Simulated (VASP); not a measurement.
# KI (Immm) in VASP: further runs

The runs below take KI through single point, with PBE.

All numbers are computed with VASP 6.6.1; they aren't measurements. Logs are shortened: lines on timing, memory, paths and dates and some standing lists are left out, and cuts for length are marked.

### 1 The cell of the first run

It takes space group Immm (No. 71, orthorhombic). The conventional cell has a = 4.941 Å, b = 5.028 Å, c = 7.049 Å, α = 90.00°, β = 90.00°, γ = 90.00°. Within 4.6 Å of K (site symmetry mmm) lie 6 I at 3.52 Å. Within 4.6 Å of I (site symmetry mmm) lie 6 K at 3.52 Å.

### 2 Single point, PBE (strain +0.0175 x Voigt [0, 0, 0, 0, 1, 0])

INCAR reads:

```
PREC = Accurate
ENCUT = 520
EDIFF = 1E-6
ISMEAR = 0
SIGMA = 0.05
LREAL = False
LASPH = True
NELM = 100
ALGO = Normal
ISIF = 2
LWAVE = False
LCHARG = False
GGA = PE
NBANDS = 15
```

KPOINTS reads:

```
Automatic mesh
0
Gamma
  6 6 6
```

POSCAR reads:

```
KI
1.0
    0.0308398125      3.5245500000      3.5245500000
    3.5553898125      0.0000000000      3.5553898125
    3.5245500000      3.5245500000      0.0308398125
K I
1 1
Direct
    0.0000000000      0.0000000000      0.0000000000
    0.5000000000      0.5000000000      0.5000000000
```

Potentials or basis: VASP PAW PBE potentials, release 64 (K_sv, I).

Started as:

```sh
$ cat potpaw_PBE.64/K_sv/POTCAR potpaw_PBE.64/I/POTCAR > POTCAR
$ mpirun -np 1 vasp_std > vasp.out
```

OUTCAR:

```text
PREC = Accurate
   ENCUT = 520
   EDIFF = 1E-6
   ISMEAR = 0
   LREAL = False
   LASPH = True
   NELM = 100
   ISIF = 2
   GGA = PE

 ion  position               nearest neighbor table
   1  0.000  0.000  0.000-   2 3.52   2 3.52   2 3.52   2 3.52   2 3.52   2 3.52
   2  0.500  0.500  0.500-   1 3.52   1 3.52   1 3.52   1 3.52   1 3.52   1 3.52

  LATTYP: Found a body centered orthorhombic cell.
 ALAT       =     4.9408523302
 B/A-ratio  =     1.0176544767
 C/A-ratio  =     1.4266971625

  Lattice vectors:

 A1 = (   0.0308398125,  -3.5245500000,   3.5245500000)
 A2 = (  -0.0308398125,  -3.5245500000,  -3.5245500000)
 A3 = (   3.5245500000,   3.5245500000,   0.0308398125)

Analysis of symmetry for initial positions (statically):
=====================================================================
 Subroutine PRICEL returns:
 Original cell was already a primitive cell.

 Routine SETGRP: Setting up the symmetry group for a
 body centered orthorhombic supercell.

 Subroutine GETGRP returns: Found  8 space group operations
 (whereof  8 operations were pure point group operations)
 out of a pool of  8 trial point group operations.

The static configuration has the point symmetry D_2h.

Analysis of symmetry for dynamics (positions and initial velocities):
=====================================================================
 Subroutine PRICEL returns:
 Original cell was already a primitive cell.

 Routine SETGRP: Setting up the symmetry group for a
 body centered orthorhombic supercell.

 Subroutine GETGRP returns: Found  8 space group operations
 (whereof  8 operations were pure point group operations)
 out of a pool of  8 trial point group operations.

The dynamic configuration has the point symmetry D_2h.

 Subroutine INISYM returns: Found  8 space group operations
 (whereof  8 operations are pure point group operations),
 and found     1 'primitive' translations

----------------------------------------------------------------------------------------

                                     Primitive cell

  volume of cell :      87.5604

  direct lattice vectors                    reciprocal lattice vectors
     0.030839813  3.524550000  3.524550000    -0.143114332  0.141862082  0.143114332
     3.555389813  0.000000000  3.555389813     0.140631556 -0.141862082  0.140631556
     3.524550000  3.524550000  0.030839813     0.143114332  0.141862082 -0.143114332

  length of vectors
     4.984561816  5.028080492  4.984561816     0.247160422  0.244293510  0.247160422

  position of ions in fractional coordinates (direct lattice)
     0.000000000  0.000000000  0.000000000
     0.500000000  0.500000000  0.500000000

  ion indices of the primitive-cell ions
   primitive index   ion index
                 1           1
                 2           2

----------------------------------------------------------------------------------------

 KPOINTS: Automatic mesh

Automatic generation of k-mesh.
 Grid dimensions read from file:
 generate k-points for:    6    6    6

 Generating k-lattice:

  Cartesian coordinates                     Fractional coordinates (reciprocal lattice)
    -0.023852389  0.023643680  0.023852389     0.166666667  0.000000000  0.000000000
     0.023438593 -0.023643680  0.023438593    -0.000000000  0.166666667 -0.000000000
     0.023852389  0.023643680 -0.023852389     0.000000000  0.000000000  0.166666667

  Length of vectors
     0.041193404  0.040715585  0.041193404

  Shift w.r.t. Gamma in fractional coordinates (k-lattice)
     0.000000000  0.000000000  0.000000000

 Subroutine IBZKPT returns following result:
 ===========================================

 Found     46 irreducible k-points:

 Following reciprocal coordinates:
            Coordinates               Weight
  0.000000  0.000000  0.000000      1.000000
  0.166667  0.000000 -0.000000      4.000000
  0.333333  0.000000 -0.000000      4.000000
  0.500000  0.000000  0.000000      2.000000
  0.000000  0.166667  0.000000      4.000000
  0.166667  0.166667  0.000000      4.000000
[... 16 lines left out ...]
  0.500000  0.000000  0.166667      4.000000
 -0.333333  0.000000  0.166667      4.000000
 [... further k-points ...]
   k-points           NKPTS =     46   k-points in BZ     NKDIM =     46   number of bands    NBANDS=     15
   number of dos      NEDOS =    301   number of ions     NIONS =      2
   total plane-waves  NPLWV =  64000
   dimension x,y,z NGX =    40 NGY =   40 NGZ =   40
   dimension x,y,z NGXF=    80 NGYF=   80 NGZF=   80
   ions per type =               1   1
   NGX,Y,Z   is equivalent  to a cutoff of  13.34, 13.23, 13.34 a.u.
   NGXF,Y,Z  is equivalent  to a cutoff of  26.68, 26.45, 26.68 a.u.
 SYSTEM =  unknown system
   PREC   = accura    normal or accurate (medium, high low for compatibility)
   ISTART =      0    job   : 0-new  1-cont  2-samecut
   ICHARG =      2    charge: 1-file 2-atom 10-const
   ISPIN  =      1    spin polarized calculation?
   LNONCOLLINEAR =      F non collinear calculations
   LSORBIT =      F    spin-orbit coupling
   LASPH  =      T    aspherical Exc in radial PAW
   ENCUT  =  520.0 eV  38.22 Ry    6.18 a.u.   9.27  9.35  9.27*2*pi/ulx,y,z
   NELM   =    100;   NELMIN=  2; NELMDL= -5     # of ELM steps
   EDIFF  = 0.1E-05   stopping-criterion for ELM
   LREAL  =      F    real-space projection
   EDIFFG = 0.1E-04   stopping-criterion for IOM
   NSW    =      0    number of steps for IOM
   IBRION =     -1    ionic relax: 0-MD 1-quasi-New 2-CG
   NFREE  =      0    steps in history (QN), initial steepest desc. (CG)
   ISIF   =      2    stress and relaxation
   ISYM   =      2    0-nonsym 1-usesym 2-fastsym
   POTIM  = 0.5000    time-step for ionic-motion
   TEBEG  =    0.0;   TEEND  =   0.0 temperature during run
   PSTRESS=    0.0 pullay stress
   NELECT =      16.0000    total number of electrons
   NUPDOWN=      -1.0000    fix difference up-down
   EMIN   =  10.00;   EMAX   =-10.00  energy-range for DOS
   EFERMI =   0.00;   METHOD = LEGACY
   ISMEAR =     0;   SIGMA  =   0.05  broadening in eV -4-tet -1-fermi 0-gaus
   EFERMI_NEDOS =   21; number of points for ismear=-14 and -15
   IALGO  =     38    algorithm
   IMIX   =      4    mixing-type and parameters
     AMIX     =   0.40;   BMIX     =  1.00
     AMIX_MAG =   1.60;   BMIX_MAG =  1.00
  volume/ion in A,a.u.               =      43.78       295.44
  Fermi-wavevector in a.u.,A,eV,Ry     =   0.928993  1.755541 11.742198  0.863027
  Thomas-Fermi vector in A             =   2.055228
   LORBIT       =      0    0 simple, 1 ext, 2 COOP (PROOUT), +10 PAW based schemes
   GGA     = PE    functional components
   LHFCALC =     F    Hartree Fock is set to
   AEXX    =    0.0000 exact exchange contribution
   IVDW    =     0    specifies the selected vdW correction
   LEPSILON=     F    determine dielectric tensor
   LRPA    =     F    only Hartree local field effects (RPA)
 non-spin polarized calculation
 Gauss-broadening in eV      SIGMA  =   0.05
  energy-cutoff  :      520.00
  volume of cell :       87.56
 maximum number of plane-waves:      2377
 NGX is ok and might be reduce to    40
   NGX = 19   NGY = 19   NGZ = 19

 number of electron      15.9999999 magnetization

 Free energy of the ion-electron system (eV)
  ---------------------------------------------------
  ext. energy  EPLUGINS =         0.00000000
  ---------------------------------------------------
  free energy    TOTEN  =        -5.55348877 eV

  energy without entropy =       -5.55348877  energy(sigma->0) =       -5.55348877

 E-fermi :  -0.0563     XC(G=0):  -7.2057

 val. band max:       -0.3555264580   @ k =   0.0000   0.0000   0.0000
 cond. band min:       3.5995140804   @ k =   0.0000   0.0000   0.0000
 fundamental gap:      3.9550405384
 Fermi energy:        -0.0562520608

 k-point     1 :       0.0000    0.0000    0.0000
  band No.  band energies     occupation
      1     -28.8691      2.00000
      2     -12.3586      2.00000
      3     -12.3576      2.00000
      4     -12.3567      2.00000
      5     -10.8915      2.00000
      6      -0.4008      2.00000
      7      -0.3791      2.00000
      8      -0.3555      2.00000
      9       3.5995      0.00000
     10       6.0509      0.00000
     11       6.1162      0.00000
     12       6.1805      0.00000
     13       6.8371      0.00000
     14       6.8389      0.00000
     15       9.4175      0.00000

 k-point     2 :       0.1667    0.0000   -0.0000
  band No.  band energies     occupation
      1     -28.8686      2.00000
      2     -12.4007      2.00000
      3     -12.3587      2.00000
      4     -12.3572      2.00000
      5     -10.8161      2.00000
      6      -0.7911      2.00000
      7      -0.4943      2.00000
      8      -0.4660      2.00000
      9       4.2284      0.00000
     10       6.0657      0.00000
     11       6.3481      0.00000
     12       6.4333      0.00000
     13       7.1537      0.00000
     14       7.1648      0.00000
     15      10.3241      0.00000

 k-point     3 :       0.3333    0.0000   -0.0000
  band No.  band energies     occupation
      1     -28.8675      2.00000
      2     -12.4761      2.00000
      3     -12.3602      2.00000
      4     -12.3583      2.00000
      5     -10.6727      2.00000
      6      -1.4417      2.00000
      7      -0.6673      2.00000
      8      -0.6413      2.00000
      9       4.9764      0.00000
     10       6.6851      0.00000
     11       7.0661      0.00000
     12       7.1451      0.00000
     13       7.9816      0.00000
     14       8.0330      0.00000
     15       9.3465      0.00000
[... 343 lines left out ...]
 k-point    23 :       0.5000    0.0000    0.1667
  band No.  band energies     occupation
      1     -28.8668      2.00000
      2     -12.4809      2.00000
      3     -12.3695      2.00000
      4     -12.3631      2.00000
      5     -10.6373      2.00000
      6      -1.5524      2.00000
      7      -0.8480      2.00000
      8      -0.7565      2.00000
      9       5.3803      0.00000
     10       6.7031      0.00000
     11       7.2581      0.00000
     12       7.8275      0.00000
     13       8.1976      0.00000
     14       8.4957      0.00000
     15       9.5856      0.00000

 k-point    24 :      -0.3333    0.0000    0.1667
  band No.  band energies     occupation
      1     -28.8669      2.00000
      2     -12.4777      2.00000
      3     -12.3725      2.00000
      4     -12.3589      2.00000
      5     -10.6455      2.00000
      6      -1.5085      2.00000
      7      -0.8251      2.00000
      8      -0.7403      2.00000
      9       5.4854      0.00000
     10       6.5781      0.00000
     11       7.0379      0.00000
     12       7.3845      0.00000
     13       8.3246      0.00000
     14       8.4900      0.00000
     15       9.4395      0.00000

 [... further k-points ...]

------------------------ aborting loop because EDIFF is reached ----------------------------------------

  FORCE on cell =-STRESS in cart. coord.  units (eV):
  Direction    XX          YY          ZZ          XY          YZ          ZX
  --------------------------------------------------------------------------------------
  -------------------------------------------------------------------------------------
  Total        0.3926852      0.3918847      0.3926852      0.0000000      0.0000000     -0.0336786
  in kB        7.1853412      7.1706933      7.1853412      0.0000000      0.0000000     -0.6162493
  external PRESSURE =       7.1804586 kB  Pullay stress =       0.0000000 kB

 VOLUME and BASIS-vectors are now :
 -----------------------------------------------------------------------------
  energy-cutoff  :      520.00
  volume of cell :       87.56
      direct lattice vectors                 reciprocal lattice vectors
     0.030839813  3.524550000  3.524550000    -0.143114332  0.141862082  0.143114332
     3.555389813  0.000000000  3.555389813     0.140631556 -0.141862082  0.140631556
     3.524550000  3.524550000  0.030839813     0.143114332  0.141862082 -0.143114332

 POSITION                                       TOTAL-FORCE (eV/Angst)
 -----------------------------------------------------------------------------------
      0.00000      0.00000      0.00000         0.000000      0.000000     -0.000000
      3.55539      3.52455      3.55539        -0.000000     -0.000000      0.000000
 -----------------------------------------------------------------------------------
    total drift:                                0.000000     -0.000000     -0.000000

  FREE ENERGIE OF THE ION-ELECTRON SYSTEM (eV)
  ---------------------------------------------------
  free  energy   TOTEN  =        -5.5534887749 eV

  energy  without entropy=       -5.5534887749  energy(sigma->0) =       -5.55348877
```

Run time: 2 min. Hardware: 1 thread of AMD EPYC 7R13, shared host; peak memory 0.23 GiB.

What came out:

| Quantity | Value |
| --- | --- |
| Free energy | -5.5535 eV |
| Pressure | 0.7 GPa |
| Band gap on the k mesh | 3.96 eV |

Stress tensor (GPa, compression positive):
```
 0.72  0.00 -0.06
 0.00  0.72  0.00
-0.06  0.00  0.72
```

Levels at points of the mesh, in eV from the valence-band top:
```
           k point  band 4  band 5  band 6  band 7  band 8  band 9  band 10  band 11  band 12  band 13
(0.00, 0.00, 0.00)  -12.00  -10.54   -0.05   -0.02    0.00    3.96     6.41     6.47     6.54     7.19
(0.50, 0.00, 0.00)  -12.00  -10.25   -1.36   -0.39   -0.37    5.50     7.73     8.07     8.15     8.67
(0.00, 0.50, 0.00)  -12.00  -10.25   -1.36   -0.36   -0.34    5.52     7.68     8.12     8.20     8.64
(0.50, 0.50, 0.00)  -12.02  -10.39   -1.03   -0.39   -0.39    4.90     5.76     8.08     8.71     8.82
(0.50, 0.00, 0.50)  -12.02  -10.39   -1.03   -0.42   -0.36    4.90     5.76     8.08     8.71     8.82
```

Caveat: the cell differs from its parent crystal (strain +0.0175 x Voigt [0, 0, 0, 0, 1, 0]); spin-orbit coupling is left out, which moves the levels of the heavy elements.

### 3 Single point, PBE (strain +0.0125 x Voigt [0, 0, 0, 0, 1, 0])

INCAR reads:

```
SYSTEM = KI
PREC = Accurate
ENCUT = 520
EDIFF = 1E-6
ISMEAR = 0
SIGMA = 0.05
LREAL = .False.
LASPH = .True.
NELM = 60
ALGO = Normal
ISIF = 2
LWAVE = .False.
LCHARG = .False.
GGA = PE
NBANDS = 15
```

KPOINTS reads:

```
Automatic mesh
0
Gamma
  6 6 6
  0 0 0
```

POSCAR reads:

```
KI
1.0
    0.0220284375      3.5245500000      3.5245500000
    3.5465784375      0.0000000000      3.5465784375
    3.5245500000      3.5245500000      0.0220284375
K I
1 1
Direct
    0.0000000000      0.0000000000      0.0000000000
    0.5000000000      0.5000000000      0.5000000000
```

Potentials or basis: VASP PAW PBE potentials, release 64 (K_sv, I).

Started as:

```sh
$ cat potpaw_PBE.64/K_sv/POTCAR potpaw_PBE.64/I/POTCAR > POTCAR
$ mpirun -np 1 vasp_std > vasp.out
```

It took 1.8 min on 1 thread of AMD EPYC 7R13, shared host; peak memory 0.23 GiB.

Results (log left out):

| Property | Result |
| --- | --- |
| Free energy | -5.5536 eV |
| Pressure | 0.7 GPa |
| Band gap on the k mesh | 3.96 eV |

Levels at points of the mesh, in eV from the valence-band top:
```tsv
k point	band 4	band 5	band 6	band 7	band 8	band 9	band 10	band 11	band 12	band 13
(0.00, 0.00, 0.00)	-11.99	-10.53	-0.03	-0.02	0.00	3.96	6.43	6.48	6.52	7.20
(0.50, 0.00, 0.00)	-12.00	-10.24	-1.35	-0.38	-0.36	5.51	7.73	8.09	8.15	8.68
(0.00, 0.50, 0.00)	-12.00	-10.24	-1.35	-0.36	-0.34	5.52	7.70	8.13	8.19	8.66
(0.50, 0.50, 0.00)	-12.01	-10.38	-1.02	-0.39	-0.39	4.91	5.77	8.09	8.72	8.82
(0.50, 0.00, 0.50)	-12.01	-10.38	-1.02	-0.41	-0.36	4.91	5.77	8.09	8.72	8.83
```

Caveat: the cell differs from its parent crystal (strain +0.0125 x Voigt [0, 0, 0, 0, 1, 0]); spin-orbit coupling is left out, which moves the levels of the heavy elements.

### 4 Single point, PBE (strain +0.0075 x Voigt [0, 0, 0, 0, 1, 0])

INCAR reads:

```
  PREC = Accurate
  ENCUT = 520
  EDIFF = 1E-7
  ISMEAR = 0
  SIGMA = 0.05
  LREAL = False
  LASPH = True
  NELM = 100
  ALGO = Normal
  ISIF = 2
  LWAVE = False
  LCHARG = False
  GGA = PE
  NBANDS = 15
```

KPOINTS reads:

```
Automatic mesh
0
Gamma
  6 6 6
```

POSCAR reads:

```
KI
1.0
    0.0132170625      3.5245500000      3.5245500000
    3.5377670625      0.0000000000      3.5377670625
    3.5245500000      3.5245500000      0.0132170625
K I
1 1
Direct
    0.0000000000      0.0000000000      0.0000000000
    0.5000000000      0.5000000000      0.5000000000
```

Started as:

```sh
$ cat potpaw_PBE.64/K_sv/POTCAR potpaw_PBE.64/I/POTCAR > POTCAR
$ mpirun -np 1 vasp_std > vasp.out
```

It took 2.7 min on 1 thread of AMD EPYC 7R13, shared host; peak memory 0.23 GiB.

The run converged. Its results:

* Free energy: -5.5538 eV
* Pressure: 0.7 GPa
* Band gap on the k mesh: 3.97 eV

Levels at points of the mesh, in eV from the valence-band top:
| k point | band 4 | band 5 | band 6 | band 7 | band 8 | band 9 | band 10 | band 11 | band 12 | band 13 |
| --- | --- | --- | --- | --- | --- | --- | --- | --- | --- | --- |
| (0.00, 0.00, 0.00) | -11.99 | -10.52 | -0.02 | -0.01 | 0.00 | 3.97 | 6.46 | 6.48 | 6.51 | 7.21 |
| (0.50, 0.00, 0.00) | -11.99 | -10.24 | -1.34 | -0.36 | -0.35 | 5.52 | 7.73 | 8.12 | 8.15 | 8.70 |
| (0.00, 0.50, 0.00) | -11.99 | -10.24 | -1.35 | -0.35 | -0.34 | 5.52 | 7.71 | 8.14 | 8.18 | 8.68 |
| (0.50, 0.50, 0.00) | -12.01 | -10.38 | -1.02 | -0.38 | -0.38 | 4.91 | 5.77 | 8.09 | 8.73 | 8.83 |
| (0.50, 0.00, 0.50) | -12.01 | -10.38 | -1.02 | -0.39 | -0.37 | 4.91 | 5.77 | 8.09 | 8.73 | 8.83 |

Caveat: the cell differs from its parent crystal (strain +0.0075 x Voigt [0, 0, 0, 0, 1, 0]); spin-orbit coupling is left out, which moves the levels of the heavy elements.

### 5 Single point, PBE (strain +0.0025 x Voigt [0, 0, 0, 0, 1, 0])

INCAR reads:

```
SYSTEM = KI
  PREC = Accurate
  ENCUT = 520
  EDIFF = 1E-6
  ISMEAR = 0
  SIGMA = 0.05
  LREAL = .False.
  LASPH = .True.
  NELM = 60
  ALGO = Normal
  ISIF = 2
  LWAVE = .False.
  LCHARG = .True.
  GGA = PE
  LELF = .True.
  LVHAR = .True.
  NBANDS = 15
```

KPOINTS reads:

```
regular mesh
0
Gamma
  6 6 6
  0 0 0
```

POSCAR reads:

```
KI
1.0
    0.0044056875      3.5245500000      3.5245500000
    3.5289556875      0.0000000000      3.5289556875
    3.5245500000      3.5245500000      0.0044056875
K I
1 1
Direct
    0.0000000000      0.0000000000      0.0000000000
    0.5000000000      0.5000000000      0.5000000000
```

Started as:

```sh
$ cat potpaw_PBE.64/K_sv/POTCAR potpaw_PBE.64/I/POTCAR > POTCAR
$ mpirun -np 1 vasp_std > vasp.out
```

Run time: 2.1 min. Hardware: 1 thread of AMD EPYC 7R13, shared host; peak memory 0.23 GiB.

Results (log left out):

```
Free energy            : -5.5538 eV
Pressure               : 0.7 GPa
Band gap on the k mesh : 3.98 eV
```

Levels at points of the mesh, in eV from the valence-band top:
```tsv
k point	band 4	band 5	band 6	band 7	band 8	band 9	band 10	band 11	band 12	band 13
(0.00, 0.00, 0.00)	-11.98	-10.52	-0.01	0.00	0.00	3.98	6.48	6.49	6.50	7.21
(0.50, 0.00, 0.00)	-11.98	-10.23	-1.34	-0.35	-0.35	5.53	7.73	8.15	8.16	8.71
(0.00, 0.50, 0.00)	-11.98	-10.23	-1.34	-0.34	-0.34	5.53	7.72	8.15	8.16	8.71
(0.50, 0.50, 0.00)	-12.00	-10.37	-1.01	-0.37	-0.37	4.92	5.78	8.10	8.73	8.84
(0.50, 0.00, 0.50)	-12.00	-10.37	-1.01	-0.38	-0.37	4.92	5.78	8.10	8.73	8.84
```

Caveat: the cell differs from its parent crystal (strain +0.0025 x Voigt [0, 0, 0, 0, 1, 0]); spin-orbit coupling is left out, which moves the levels of the heavy elements.

### 6 The runs side by side

```tsv
cell	gap on the mesh (eV)	pressure (GPa)
a = 4.985, b = 5.028 Å, angles 59.7, 59.4, 59.7°, 2 atoms	3.96	0.7
a = 4.985, b = 5.016 Å, angles 59.8, 59.6, 59.8°, 2 atoms	3.96	0.7
a = 4.984, b = 5.003 Å, angles 59.9, 59.8, 59.9°, 2 atoms	3.97	0.7
a = 4.984, b = 4.991 Å, angles 60.0°, 2 atoms	3.98	0.7
```

Alike in all rows: task single point; level PBE; potentials or basis VASP PAW PBE potentials, release 64 (K_sv, I); no spin polarisation; k mesh 6 × 6 × 6; cutoff (eV) 520; smearing gaussian 0.05 eV.

Caveats: spin-orbit coupling is left out, which moves the levels of the heavy elements.

Absolute energies hang on the potentials; compare differences alone.
